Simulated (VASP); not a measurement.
Here is a VASP 6.6.1 calculation.

INCAR

```
SYSTEM = AlN
PREC = Accurate ; ENCUT = 520
EDIFF = 1E-6 ; ISMEAR = 0
SIGMA = 0.02 ; LREAL = .FALSE.
LASPH = .TRUE. ; NELM = 80
ALGO = Normal ; ISIF = 2
LWAVE = .FALSE. ; LCHARG = .FALSE.
GGA = PE ; NBANDS = 16
```

KPOINTS

```
regular mesh
0
G
  12 12 6
  0 0 0
```

File POSCAR:

```
AlN
1.0
    3.0363021672      0.0000000000      0.0000000000
   -1.5181510836      2.6295148104      0.0000000000
    0.0000000000      0.0000000000      4.8675020229
Al N
2 2
Direct
    0.6666666667      0.3333333333      0.4989852239
    0.3333333333      0.6666666667      0.9989852239
    0.6666666667      0.3333333333      0.8810147761
    0.3333333333      0.6666666667      0.3810147761
```

Potentials or basis: VASP PAW PBE potentials, release 64 (Al, N).

Run with:

```console
$ cat potpaw_PBE.64/Al/POTCAR potpaw_PBE.64/N/POTCAR > POTCAR
$ mpirun -np 1 vasp_std > vasp.out
```

(1) Estimate the pressure.

(2) Estimate the band gap on the k mesh.

Answers

(1) 20.9 GPa.

(2) 4.86 eV, direct.

Caveat: the cell differs from its parent crystal (equal strain along all axes, cell held: -3.0 %, then relaxed in part).
